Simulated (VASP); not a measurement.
# KBr (Fm-3m) in VASP: a series of runs

KBr is run at these levels: PBE; tasks: electric field gradients.

Everything below comes from runs of VASP 6.6.1. Logs are shortened: lines on timing, memory, paths and dates and some standing lists are left out, and cuts for length are marked.

### 1 The cell of the first run

The structure is cubic, space group Fm-3m (No. 225). The conventional cell has a = 6.693 Å, b = 6.693 Å, c = 6.693 Å, α = 90.00°, β = 90.00°, γ = 90.00°. Within 4.4 Å of K (site symmetry m-3m) lie 6 Br at 3.35 Å. Br (site symmetry m-3m) has 6 K at 3.35 Å within 4.4 Å.

### 2 Electric field gradients, PBE (volume scaled by 1.05)

Input file INCAR:

```
SYSTEM = KBr
PREC = Accurate
ENCUT = 520
EDIFF = 1E-8
ISMEAR = -1
SIGMA = 0.01
LREAL = .FALSE.
LASPH = .TRUE.
NELM = 60
ALGO = Normal
ISIF = 2
LWAVE = .FALSE.
LCHARG = .FALSE.
GGA = PE
LEFG = .TRUE.
NBANDS = 15
```

Input file KPOINTS:

```
Automatic mesh
0
G
  7 7 7
  0 0 0
```

Input file POSCAR:

```
KBr
1.0
    0.0000000000      3.3464850048      3.3464850048
    3.3464850048      0.0000000000      3.3464850048
    3.3464850048      3.3464850048      0.0000000000
K Br
1 1
Direct
    0.0000000000      0.0000000000      0.0000000000
    0.5000000000      0.5000000000      0.5000000000
```

Potentials or basis: VASP PAW PBE potentials, release 64 (K_sv, Br).

Started as:

```sh
$ cat potpaw_PBE.64/K_sv/POTCAR potpaw_PBE.64/Br/POTCAR > POTCAR
$ mpirun -np 1 vasp_std > vasp.out
```

OUTCAR:

```text
SYSTEM = KBr
   PREC = Accurate
   ENCUT = 520
   EDIFF = 1E-8
   ISMEAR = -1
   LREAL = .FALSE.
   LASPH = .TRUE.
   NELM = 60
   ISIF = 2
   GGA = PE

 ion  position               nearest neighbor table
   1  0.000  0.000  0.000-
   2  0.500  0.500  0.500-

  LATTYP: Found a face centered cubic cell.
 ALAT       =     6.6929700096

  Lattice vectors:

 A1 = (   0.0000000000,   3.3464850048,   3.3464850048)
 A2 = (   3.3464850048,   0.0000000000,   3.3464850048)
 A3 = (   3.3464850048,   3.3464850048,   0.0000000000)

Analysis of symmetry for initial positions (statically):
=====================================================================
 Subroutine PRICEL returns:
 Original cell was already a primitive cell.

 Routine SETGRP: Setting up the symmetry group for a
 face centered cubic supercell.

 Subroutine GETGRP returns: Found 48 space group operations
 (whereof 48 operations were pure point group operations)
 out of a pool of 48 trial point group operations.

The static configuration has the point symmetry O_h .

Analysis of symmetry for dynamics (positions and initial velocities):
=====================================================================
 Subroutine PRICEL returns:
 Original cell was already a primitive cell.

 Routine SETGRP: Setting up the symmetry group for a
 face centered cubic supercell.

 Subroutine GETGRP returns: Found 48 space group operations
 (whereof 48 operations were pure point group operations)
 out of a pool of 48 trial point group operations.

The dynamic configuration has the point symmetry O_h .

 Subroutine INISYM returns: Found 48 space group operations
 (whereof 48 operations are pure point group operations),
 and found     1 'primitive' translations

----------------------------------------------------------------------------------------

                                     Primitive cell

  volume of cell :      74.9543

  direct lattice vectors                    reciprocal lattice vectors
     0.000000000  3.346485005  3.346485005    -0.149410501  0.149410501  0.149410501
     3.346485005  0.000000000  3.346485005     0.149410501 -0.149410501  0.149410501
     3.346485005  3.346485005  0.000000000     0.149410501  0.149410501 -0.149410501

  length of vectors
     4.732644480  4.732644480  4.732644480     0.258786578  0.258786578  0.258786578

  position of ions in fractional coordinates (direct lattice)
     0.000000000  0.000000000  0.000000000
     0.500000000  0.500000000  0.500000000

  ion indices of the primitive-cell ions
   primitive index   ion index
                 1           1
                 2           2

----------------------------------------------------------------------------------------

 KPOINTS: Automatic mesh

Automatic generation of k-mesh.
 Grid dimensions read from file:
 generate k-points for:    7    7    7

 Generating k-lattice:

  Cartesian coordinates                     Fractional coordinates (reciprocal lattice)
    -0.021344357  0.021344357  0.021344357     0.142857143  0.000000000  0.000000000
     0.021344357 -0.021344357  0.021344357     0.000000000  0.142857143  0.000000000
     0.021344357  0.021344357 -0.021344357     0.000000000  0.000000000  0.142857143

  Length of vectors
     0.036969511  0.036969511  0.036969511

  Shift w.r.t. Gamma in fractional coordinates (k-lattice)
     0.000000000  0.000000000  0.000000000

 Subroutine IBZKPT returns following result:
 ===========================================

 Found     20 irreducible k-points:

 Following reciprocal coordinates:
            Coordinates               Weight
  0.000000  0.000000  0.000000      1.000000
  0.142857  0.000000  0.000000      8.000000
  0.285714  0.000000  0.000000      8.000000
  0.428571  0.000000  0.000000      8.000000
  0.142857  0.142857  0.000000      6.000000
  0.285714  0.142857  0.000000     24.000000
[... 12 lines left out ...]
 -0.428571  0.428571  0.142857     24.000000
 -0.285714  0.428571  0.142857     24.000000
   k-points           NKPTS =     20   k-points in BZ     NKDIM =     20   number of bands    NBANDS=     15
   number of dos      NEDOS =    301   number of ions     NIONS =      2
   total plane-waves  NPLWV =  46656
   dimension x,y,z NGX =    36 NGY =   36 NGZ =   36
   dimension x,y,z NGXF=    72 NGYF=   72 NGZF=   72
   ions per type =               1   1
   NGX,Y,Z   is equivalent  to a cutoff of  12.65, 12.65, 12.65 a.u.
   NGXF,Y,Z  is equivalent  to a cutoff of  25.29, 25.29, 25.29 a.u.
 SYSTEM =  KBr
   PREC   = accura    normal or accurate (medium, high low for compatibility)
   ISTART =      0    job   : 0-new  1-cont  2-samecut
   ICHARG =      2    charge: 1-file 2-atom 10-const
   ISPIN  =      1    spin polarized calculation?
   LNONCOLLINEAR =      F non collinear calculations
   LSORBIT =      F    spin-orbit coupling
   LASPH  =      T    aspherical Exc in radial PAW
   ENCUT  =  520.0 eV  38.22 Ry    6.18 a.u.   8.80  8.80  8.80*2*pi/ulx,y,z
   NELM   =     60;   NELMIN=  2; NELMDL= -5     # of ELM steps
   EDIFF  = 0.1E-07   stopping-criterion for ELM
   LREAL  =      F    real-space projection
   EDIFFG = 0.1E-06   stopping-criterion for IOM
   NSW    =      0    number of steps for IOM
   IBRION =     -1    ionic relax: 0-MD 1-quasi-New 2-CG
   NFREE  =      0    steps in history (QN), initial steepest desc. (CG)
   ISIF   =      2    stress and relaxation
   ISYM   =      2    0-nonsym 1-usesym 2-fastsym
   POTIM  = 0.5000    time-step for ionic-motion
   TEBEG  =    0.0;   TEEND  =   0.0 temperature during run
   PSTRESS=    0.0 pullay stress
   NELECT =      16.0000    total number of electrons
   NUPDOWN=      -1.0000    fix difference up-down
   EMIN   =  10.00;   EMAX   =-10.00  energy-range for DOS
   EFERMI =   0.00;   METHOD = LEGACY
   ISMEAR =    -1;   SIGMA  =   0.01  broadening in eV -4-tet -1-fermi 0-gaus
   EFERMI_NEDOS =   21; number of points for ismear=-14 and -15
   IALGO  =     38    algorithm
   IMIX   =      4    mixing-type and parameters
     AMIX     =   0.40;   BMIX     =  1.00
     AMIX_MAG =   1.60;   BMIX_MAG =  1.00
  volume/ion in A,a.u.               =      37.48       252.91
  Fermi-wavevector in a.u.,A,eV,Ry     =   0.978399  1.848906 13.024372  0.957264
  Thomas-Fermi vector in A             =   2.109171
   LORBIT       =      0    0 simple, 1 ext, 2 COOP (PROOUT), +10 PAW based schemes
   GGA     = PE    functional components
   LHFCALC =     F    Hartree Fock is set to
   AEXX    =    0.0000 exact exchange contribution
   IVDW    =     0    specifies the selected vdW correction
   LEPSILON=     F    determine dielectric tensor
   LRPA    =     F    only Hartree local field effects (RPA)
 non-spin polarized calculation
  energy-cutoff  :      520.00
  volume of cell :       74.95
 maximum number of plane-waves:      2027
   NGX = 17   NGY = 17   NGZ = 17

 number of electron      16.0000000 magnetization

 Free energy of the ion-electron system (eV)
  ---------------------------------------------------
  ext. energy  EPLUGINS =         0.00000000
  ---------------------------------------------------
  free energy    TOTEN  =        -6.22339735 eV

  energy without entropy =       -6.22339735  energy(sigma->0) =       -6.22339735

 E-fermi :  -1.6725     XC(G=0):  -7.2044

 val. band max:       -1.9017260611   @ k =   0.0000   0.0000   0.0000
 cond. band min:       2.4222720313   @ k =   0.0000   0.0000   0.0000
 fundamental gap:      4.3239980924
 Fermi energy:        -1.6725346187

 k-point     1 :       0.0000    0.0000    0.0000
  band No.  band energies     occupation
      1     -29.7748      2.00000
      2     -14.1448      2.00000
      3     -13.2488      2.00000
      4     -13.2488      2.00000
      5     -13.2488      2.00000
      6      -1.9017      2.00000
      7      -1.9017      2.00000
      8      -1.9017      2.00000
      9       2.4223      0.00000
     10       5.6902      0.00000
     11       5.6902      0.00000
     12       5.6902      0.00000
     13       6.4875      0.00000
     14       6.4875      0.00000
     15       9.5895      0.00000
[... 325 lines left out ...]
 k-point    20 :      -0.2857    0.4286    0.1429
  band No.  band energies     occupation
      1     -29.7692      2.00000
      2     -14.1628      2.00000
      3     -13.3047      2.00000
      4     -13.2848      2.00000
      5     -13.1537      2.00000
      6      -2.5305      2.00000
      7      -2.4914      2.00000
      8      -2.2892      2.00000
      9       5.1137      0.00000
     10       5.8077      0.00000
     11       6.2545      0.00000
     12       6.9805      0.00000
     13       8.4146      0.00000
     14       8.4484      0.00000
     15       9.1486      0.00000

------------------------ aborting loop because EDIFF is reached ----------------------------------------

  FORCE on cell =-STRESS in cart. coord.  units (eV):
  Direction    XX          YY          ZZ          XY          YZ          ZX
  --------------------------------------------------------------------------------------
  -------------------------------------------------------------------------------------
  Total        0.0493323      0.0493323      0.0493323      0.0000000      0.0000000     -0.0000000
  in kB        1.0544977      1.0544977      1.0544977      0.0000000      0.0000000     -0.0000000
  external PRESSURE =       1.0544977 kB  Pullay stress =       0.0000000 kB

 VOLUME and BASIS-vectors are now :
 -----------------------------------------------------------------------------
  energy-cutoff  :      520.00
  volume of cell :       74.95
      direct lattice vectors                 reciprocal lattice vectors
     0.000000000  3.346485005  3.346485005    -0.149410501  0.149410501  0.149410501
     3.346485005  0.000000000  3.346485005     0.149410501 -0.149410501  0.149410501
     3.346485005  3.346485005  0.000000000     0.149410501  0.149410501 -0.149410501

 POSITION                                       TOTAL-FORCE (eV/Angst)
 -----------------------------------------------------------------------------------
      0.00000      0.00000      0.00000         0.000000     -0.000000      0.000000
      3.34649      3.34649      3.34649        -0.000000      0.000000     -0.000000
 -----------------------------------------------------------------------------------
    total drift:                                0.000000      0.000000      0.000000

  FREE ENERGIE OF THE ION-ELECTRON SYSTEM (eV)
  ---------------------------------------------------
  free  energy   TOTEN  =        -6.2233973534 eV

  energy  without entropy=       -6.2233973534  energy(sigma->0) =       -6.22339735

 Electric field gradients (V/A^2)
---------------------------------------------------------------------
 ion       V_xx      V_yy      V_zz      V_xy      V_xz      V_yz
---------------------------------------------------------------------
   1      -0.000     0.000    -0.000     0.000     0.000     0.000
   2      -0.000    -0.000    -0.000     0.001     0.001     0.001
---------------------------------------------------------------------

 Electric field gradients after diagonalization (V/A^2)
 (convention: |V_zz| > |V_xx| > |V_yy|)
----------------------------------------------------------------------
 ion       V_xx      V_yy      V_zz     asymmetry (V_yy - V_xx)/ V_zz
----------------------------------------------------------------------
   1      -0.000    -0.000     0.001       0.000
   2      -0.001    -0.001     0.001       0.000
----------------------------------------------------------------------

           NMR quadrupolar parameters

 Cq : quadrupolar parameter    Cq=e*Q*V_zz/h
 eta: asymmetry parameters     (V_yy - V_xx)/ V_zz
 Q  : nuclear electric quadrupole moment in mb (millibarn)
----------------------------------------------------------------------
 ion       Cq(MHz)       eta       Q (mb)
----------------------------------------------------------------------
   1       0.000       0.000       1.000
   2       0.000       0.000       1.000
----------------------------------------------------------------------
```

Run time: 30 s. Hardware: 1 thread of Intel Xeon 6975P-C (Granite Rapids), shared host; peak memory 0.21 GiB.

What came out:

| Property | Result |
| --- | --- |
| Free energy | -6.2234 eV |
| Pressure | 0.1 GPa |
| Band gap on the k mesh | 4.32 eV, direct |

Levels at points of the mesh, in eV from the valence-band top:
```csv
k point,band 6,band 7,band 8,band 9,band 10,band 11
"(0.00, 0.00, 0.00)",0.00,0.00,0.00,4.32,7.59,7.59
```

Caveat: without QUAD_EFG the Cq values of the log hold for a quadrupole moment of 1 mb, not for the nuclei.

### 3 Electric field gradients, PBE (volume scaled by 1.05)

Input file INCAR:

```
  PREC = Accurate
  ENCUT = 520
  EDIFF = 1E-8
  ISMEAR = -1
  SIGMA = 0.01
  LREAL = False
  LASPH = True
  NELM = 80
  ALGO = Normal
  ISIF = 2
  LWAVE = False
  LCHARG = False
  GGA = PE
  LEFG = True
  NBANDS = 15
```

Input file KPOINTS:

```
Automatic mesh
0
Gamma
  7 7 7
```

POSCAR is that of step 2.

Potentials or basis: VASP PAW PBE potentials, release 64 (K_sv, Br).

Started as:

```sh
$ cat potpaw_PBE.64/K_sv/POTCAR potpaw_PBE.64/Br/POTCAR > POTCAR
$ mpirun -np 1 vasp_std > vasp.out
```

OUTCAR:

```text
PREC = Accurate
   ENCUT = 520
   EDIFF = 1E-8
   ISMEAR = -1
   LREAL = False
   LASPH = True
   NELM = 80
   ISIF = 2
   GGA = PE

 ion  position               nearest neighbor table
   1  0.000  0.000  0.000-
   2  0.500  0.500  0.500-

  LATTYP: Found a face centered cubic cell.
 ALAT       =     6.6929700096

  Lattice vectors:

 A1 = (   0.0000000000,   3.3464850048,   3.3464850048)
 A2 = (   3.3464850048,   0.0000000000,   3.3464850048)
 A3 = (   3.3464850048,   3.3464850048,   0.0000000000)

Analysis of symmetry for initial positions (statically):
=====================================================================
 Subroutine PRICEL returns:
 Original cell was already a primitive cell.

 Routine SETGRP: Setting up the symmetry group for a
 face centered cubic supercell.

 Subroutine GETGRP returns: Found 48 space group operations
 (whereof 48 operations were pure point group operations)
[... 537 lines left out ...]
  energy-cutoff  :      520.00
  volume of cell :       74.95
      direct lattice vectors                 reciprocal lattice vectors
     0.000000000  3.346485005  3.346485005    -0.149410501  0.149410501  0.149410501
     3.346485005  0.000000000  3.346485005     0.149410501 -0.149410501  0.149410501
     3.346485005  3.346485005  0.000000000     0.149410501  0.149410501 -0.149410501

 POSITION                                       TOTAL-FORCE (eV/Angst)
 -----------------------------------------------------------------------------------
      0.00000      0.00000      0.00000         0.000000     -0.000000      0.000000
      3.34649      3.34649      3.34649        -0.000000      0.000000     -0.000000
 -----------------------------------------------------------------------------------
    total drift:                                0.000000      0.000000      0.000000

  FREE ENERGIE OF THE ION-ELECTRON SYSTEM (eV)
  ---------------------------------------------------
  free  energy   TOTEN  =        -6.2233973534 eV

  energy  without entropy=       -6.2233973534  energy(sigma->0) =       -6.22339735

 Electric field gradients (V/A^2)
---------------------------------------------------------------------
 ion       V_xx      V_yy      V_zz      V_xy      V_xz      V_yz
---------------------------------------------------------------------
   1      -0.000     0.000    -0.000     0.000     0.000     0.000
   2      -0.000    -0.000    -0.000     0.001     0.001     0.001
---------------------------------------------------------------------

 Electric field gradients after diagonalization (V/A^2)
 (convention: |V_zz| > |V_xx| > |V_yy|)
----------------------------------------------------------------------
 ion       V_xx      V_yy      V_zz     asymmetry (V_yy - V_xx)/ V_zz
----------------------------------------------------------------------
   1      -0.000    -0.000     0.001       0.000
   2      -0.001    -0.001     0.001       0.000
----------------------------------------------------------------------

           NMR quadrupolar parameters

 Cq : quadrupolar parameter    Cq=e*Q*V_zz/h
 eta: asymmetry parameters     (V_yy - V_xx)/ V_zz
 Q  : nuclear electric quadrupole moment in mb (millibarn)
----------------------------------------------------------------------
 ion       Cq(MHz)       eta       Q (mb)
----------------------------------------------------------------------
   1       0.000       0.000       1.000
   2       0.000       0.000       1.000
----------------------------------------------------------------------
```

Run time: 27 s. Hardware: 1 thread of Intel Xeon 6975P-C (Granite Rapids), shared host; peak memory 0.21 GiB.

Results:

* Free energy: -6.2234 eV
* Pressure: 0.1 GPa
* Band gap on the k mesh: 4.32 eV, direct

Caveat: without QUAD_EFG the Cq values of the log hold for a quadrupole moment of 1 mb, not for the nuclei. A k mesh can miss the band edges.
